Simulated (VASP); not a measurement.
Cu:

```
CELL_PARAMETERS angstrom
2.53410 0.00000 0.00000
-1.26705 2.19459 0.00000
0.00000 0.00000 4.11257
ATOMIC_POSITIONS crystal
Cu 0.66667 0.33333 0.75000
Cu 0.33333 0.66667 0.25000
```

```yaml
Program: VASP 6.6.1
Task: relaxation of cell and atoms
Functional: PBEsol
Dispersion: D4
Potentials_or_basis: VASP PAW PBE potentials, release 64 (Cu)
Cutoff: 600 eV
k_mesh: 12 × 12 × 7
Occupations: fermi-dirac, width 0.05 eV
Spin: no spin polarisation
```

At the start: pressure -4.8 GPa; volume 11.44 Å³/atom.

Task: How do energy, volume and symmetry change on relaxing?

Result: Over 4 steps the energy falls by 5.2 meV/atom and the volume is 11.10 Å³/atom (-2.9 %); space group P6_3/mmc (No. 194, to 0.05 Å).

Step by step:
| step | energy change (eV) | largest force (eV/Å) | pressure (GPa) | volume (Å³) |
| --- | --- | --- | --- | --- |
| 1 | 0.0000 | 0.0000 | -4.82 | 22.87 |
| 2 | -0.0051 | 0.0000 | 3.80 | 21.75 |
| 3 | -0.0104 | 0.0000 | 0.01 | 22.20 |
| 4 | -0.0104 | 0.0000 | 0.02 | 22.20 |

Final structure:
```yaml
crystal:
  lattice:
    - [2.50757, 0.00000, 0.00000]
    - [-1.25378, 2.17162, 0.00000]
    - [0.00000, 0.00000, 4.07760]
  atoms:
    - { symbol: Cu, position: [0.66667, 0.33333, 0.75000] }
    - { symbol: Cu, position: [0.33333, 0.66667, 0.25000] }
```

Caveat: the PAW data sets were made with another functional, which shifts forces and pressure a little; pairwise dispersion overbinds metals, which lowers pressure and volume.
